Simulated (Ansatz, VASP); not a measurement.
## One calculation of LiSc12, two programs

```
CELL_PARAMETERS angstrom
6.62000 0.00000 0.00000
-4.96500 8.59963 0.00000
0.00000 0.00000 5.27614
ATOMIC_POSITIONS crystal
Sc 0.99647 0.99890 0.00421
Sc 0.15030 0.19049 0.49610
Sc 0.96604 0.31531 0.94752
Sc 0.16888 0.57706 0.55015
Sc 0.98797 0.65544 0.05496
Sc 0.16975 0.88871 0.51310
Sc 0.49614 0.00019 0.98607
Sc 0.67829 0.23260 0.44753
Sc 0.49682 0.31109 0.95264
Sc 0.69902 0.57246 0.55396
Sc 0.51878 0.70113 0.00187
Sc 0.67051 0.89023 0.49374
Li 0.33413 0.44749 0.24654
```

Alike in both runs: functional PBE; k mesh 2 × 1 × 2; occupations fermi-dirac, width 0.1 eV; no spin polarisation.

Ansatz relaxed the structure, and its values are those at the end. VASP's run is a single point on that final structure, the one shown.

|  | VASP | Ansatz |
| --- | --- | --- |
| version | VASP 6.6.1 | Ansatz 0.2.0 |
| potentials or method | VASP PAW PBE potentials, release 64 (Sc_sv, Li_sv), cutoff 520 eV | scalar-relativistic, plane waves, PAW |
| valence electrons in the cell | 135 | 135 |

```tsv
	VASP	Ansatz	Ansatz less VASP
rms of the force components (eV/Å)	0.011	0.011	0.0000
```

The k mesh is coarse, so the values compare programs but aren't converged. Noted on VASP's run: the cutoff is short for stress, so the pressure is rough.
